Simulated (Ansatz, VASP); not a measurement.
Two plane-wave programs on Ca2Zr2N

The input INCAR:

```
PREC     = Accurate       # precision mode
ENCUT    = 600            # plane-wave cutoff, eV
EDIFF    = 1E-6           # SCF threshold, eV
ISMEAR   = 0              # smearing method
SIGMA    = 0.1            # smearing width, eV
LREAL    = False          # projectors in reciprocal space
LASPH    = True           # aspherical terms in the spheres
NELM     = 60             # most SCF steps
ALGO     = Normal         # electronic algorithm
ISIF     = 3              # what is computed and relaxed
LWAVE    = False          # write WAVECAR
LCHARG   = False          # write CHGCAR
GGA      = PE             # functional
IBRION   = 2              # ionic algorithm
NSW      = 90             # ionic steps
EDIFFG   = -0.04          # ionic threshold
```

File KPOINTS:

```
Automatic mesh
0
Gamma
  6 6 4
```

The input POSCAR:

```
Ca2Zr2N
1.0
    4.3057379700      0.0000000000      0.0000000000
   -2.1528689900      3.7288784600      0.0000000000
    0.0000000000      0.0000000000      5.8789292500
Ca Zr N
2 2 1
Direct
    0.3333333300      0.6666666700      0.0000000000
    0.6666666700      0.3333333300      0.0000000000
    0.0000000000      0.0000000000      0.8128344900
    0.0000000000      0.0000000000      0.1871655100
    0.0000000000      0.0000000000      0.5000000000
```

Input for Ansatz:

```yaml
crystal:
  lattice:
    - [4.30573797, 0.0, 0.0]
    - [-2.15286899, 3.72887846, 0.0]
    - [0.0, 0.0, 5.87892925]
  atoms:
    - { symbol: Ca, position: [0.33333333, 0.66666667, 0.0] }
    - { symbol: Ca, position: [0.66666667, 0.33333333, 0.0] }
    - { symbol: Zr, position: [0.0, 0.0, 0.81283449] }
    - { symbol: Zr, position: [0.0, 0.0, 0.18716551] }
    - { symbol: "N", position: [0.0, 0.0, 0.5] }
basis:
  ecutwfc: 420
kpoints:
  mp_grid: { grid: [6, 6, 4] }
hamiltonian:
  xc: pbe
scf:
  occupations: { method: gaussian, width: 0.1 }
  lower_state_search: "off"
output:
  forces: true
  stress: true
  eigenvalues: true
relax:
  adjacent_minimum: "off"
  f_tol: 0.04
  max_steps: 70
  cell: { stress_tol: 0.4 }
```

Alike in both runs: task relaxation of cell and atoms; functional PBE; k mesh 6 × 6 × 4; occupations gaussian, width 0.1 eV; no spin polarisation.

|  | VASP | Ansatz |
| --- | --- | --- |
| version | VASP 6.6.1 | Ansatz 0.2.0 |
| potentials or method | VASP PAW PBE potentials, release 64 (Ca_sv, Zr_sv, N), cutoff 600 eV | scalar-relativistic, plane waves, PAW |
| valence electrons in the cell | 49 | 49 |

VASP gave:

```
gap on the k mesh at the Fermi level, each at its own relaxed structure (eV) : none
relaxed volume (Å³/atom)                                                     : 39.21
relaxed length of the cell vector where the two differ most in proportion (Å)              : 5.835
```

Question: Which values does Ansatz return?

Answer: gap on the k mesh at the Fermi level, each at its own relaxed structure (eV): none; relaxed volume (Å³/atom): 40.94; relaxed length of the cell vector where the two differ most in proportion (Å): 5.971.

A gap of «none» marks a metal or a gap that the smearing closes.

Noted on VASP's run: the volume moved by over 15 % at a fixed basis, so the end points are rough.
